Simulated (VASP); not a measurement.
Here is a VASP 6.6.1 calculation.

File INCAR:

```
SYSTEM = Er5Br
PREC = Accurate ; ENCUT = 500
EDIFF = 1E-6 ; ISMEAR = 0
SIGMA = 0.1 ; LREAL = .FALSE.
LASPH = .TRUE. ; NELM = 200
ALGO = Normal ; ISIF = 2
LWAVE = .FALSE. ; LCHARG = .TRUE.
GGA = PE ; LELF = .TRUE.
LVHAR = .TRUE. ; NBANDS = 35
GGA_COMPAT = .FALSE. ; LMAXMIX = 6
```

The input KPOINTS:

```
regular mesh
0
G
  3 3 4
  0 0 0
```

The input POSCAR:

```
Er5Br
1.0
    5.8524816295      0.0000000000      0.0000000000
   -2.9262408148      5.0683977663      0.0000000000
    0.0000000000      0.0000000000      6.2358400753
Er Br
5 1
Direct
    0.3333333333      0.6666666667      0.0000000000
    0.6666666667      0.3333333333      0.0000000000
    0.3333333333      0.6666666667      0.5000000000
    0.6666666667      0.3333333333      0.5000000000
    0.0000000000      0.0000000000      0.5000000000
    0.0000000000      0.0000000000      0.0000000000
```

Potentials or basis: VASP PAW PBE potentials, release 64 (Er_3, Br), 4f in core.

Run with:

```bash
$ cat potpaw_PBE.64/Er_3/POTCAR potpaw_PBE.64/Br/POTCAR > POTCAR
$ mpirun -np 1 vasp_std > vasp.out
```

(1) Estimate the pressure.

(2) Predict the band gap on the k mesh.

Answers

(1) 0.2 GPa.

(2) zero (bands 26 and 27 overlap by 0.50 eV).

Caveat: the k points lie up to 0.41 Å⁻¹ apart; spin-orbit coupling is left out, which moves the levels of the heavy elements; the 4f electrons are frozen in the core, so they carry no moment and show no levels; the run has no spin polarisation, though such a crystal can be magnetic.
